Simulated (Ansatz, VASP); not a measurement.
## PdPt2 in VASP and in Ansatz

```xyz
3
Lattice="0.0000 3.0161 3.0161 3.0161 0.0000 3.0161 3.0161 3.0161 0.0000" Properties=species:S:1:pos:R:3 pbc="T T T"
Pd    0.0000    0.0000    0.0000
Pt    1.5080    1.5080    1.5080
Pt    4.5241    4.5241    4.5241
```

Change from the starting cell: species swapped into the Al2Pt type (Fm-3m, No. 225).

Alike in both runs: functional PBE; k mesh 14 × 14 × 14; occupations gaussian, width 0.1 eV; collinear spin.

Ansatz relaxed the structure, and its values are those at the end. VASP's run is a single point on that final structure, the one shown.

|  | VASP | Ansatz |
| --- | --- | --- |
| version | VASP 6.6.1 | Ansatz 0.2.0 |
| potentials or method | VASP PAW PBE potentials, release 64 (Pd, Pt), cutoff 520 eV | scalar-relativistic, plane waves, PAW |
| valence electrons in the cell | 30 | 54 |

```tsv
	VASP	Ansatz	Ansatz less VASP
gap on the k mesh at the Fermi level (eV)	none	none	-
pressure (GPa)	-0.4	0.0	+0.42
net moment per atom (μB)	0.00	0.00	-0.002
```

A gap of «none» marks a metal or a gap that the smearing closes. With one functional, cell and mesh, what is left measures potentials, basis and numerics. VASP's potentials hold 30 valence electrons a cell and Ansatz's 54, so a difference there can come from the potentials and not from the codes. Ansatz's warnings: seeded moment not kept.

Spin-orbit coupling is off throughout.
